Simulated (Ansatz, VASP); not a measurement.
One calculation of Na, two programs

```
Na
1.0
     3.72720    0.00000    0.00000
    -1.86360    3.22785    0.00000
     0.00000    0.00000   18.12899
Na
6
Direct
  0.00000 0.00000 0.00000
  0.33333 0.66667 0.16667
  0.66667 0.33333 0.33333
  0.00000 0.00000 0.50000
  0.66667 0.33333 0.66667
  0.33333 0.66667 0.83333
```

Alike in both runs: functional PBEsol; k mesh 12 × 12 × 3; occupations gaussian, width 0.1 eV; no spin polarisation.

Ansatz relaxed the structure, and its values are those at the end. VASP's run is a single point on that final structure, the one shown.

```csv
,VASP,Ansatz
version,VASP 6.6.1,Ansatz 0.2.0
potentials or method,"VASP PAW PBE potentials, release 64 (Na_pv), cutoff 520 eV","scalar-relativistic, plane waves, PAW"
valence electrons in the cell,42,54
```

|  | VASP | Ansatz | Ansatz less VASP |
| --- | --- | --- | --- |
| gap on the k mesh at the Fermi level (eV) | none | none | - |
| pressure (GPa) | 0.0 | 0.0 | 0.00 |

VASP's potentials were made for PBE, not for PBEsol. A gap of «none» marks a metal or a gap that the smearing closes. VASP's potentials hold 42 valence electrons a cell and Ansatz's 54, so a difference there can come from the potentials and not from the codes.
